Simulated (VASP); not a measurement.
Si, 4 atoms in the cell. Symmetry: P6_3/mmc, No. 194, hexagonal system. The conventional cell has a = 3.871 Å, b = 3.871 Å, c = 6.354 Å, α = 90.00°, β = 90.00°, γ = 120.00°. Si (site symmetry 3m) has 4 Si at 2.37 to 2.38 Å within 3.1 Å.  This cell differs from its parent crystal: strained cell.

| Item | Value |
| --- | --- |
| Program | VASP 6.6.1 |
| Task | relaxation of the atoms |
| Functional | PBE |
| Potentials or basis | VASP PAW PBE potentials, release 64 (Si) |
| Cutoff | 520 eV |
| k mesh | 9 × 9 × 6 |
| Occupations | gaussian, width 0.02 eV |
| Spin | no spin polarisation |
| Dipole correction | no |
| Further INCAR settings | ALGO = Normal; EDIFF = 1e-06; IBRION = 2; EDIFFG = -0.002; NSW = 60 |

Potentials or basis: VASP PAW PBE potentials, release 64 (Si).

Run with:

```console
$ cat potpaw_PBE.64/Si/POTCAR > POTCAR
$ mpirun -np 1 vasp_std > vasp.out
```

Hardware: 1 thread of Intel(R) Xeon(R) Platinum 8488C (Sapphire Rapids), with other jobs on the host.

**Question.** How long does it take, and how much memory?

**Answer.** It took 37 s on 1 thread of Intel(R) Xeon(R) Platinum 8488C (Sapphire Rapids), with other jobs on the host, peak memory 0.21 GiB. Counts: scf iterations 13, k points 48, ion steps 2.
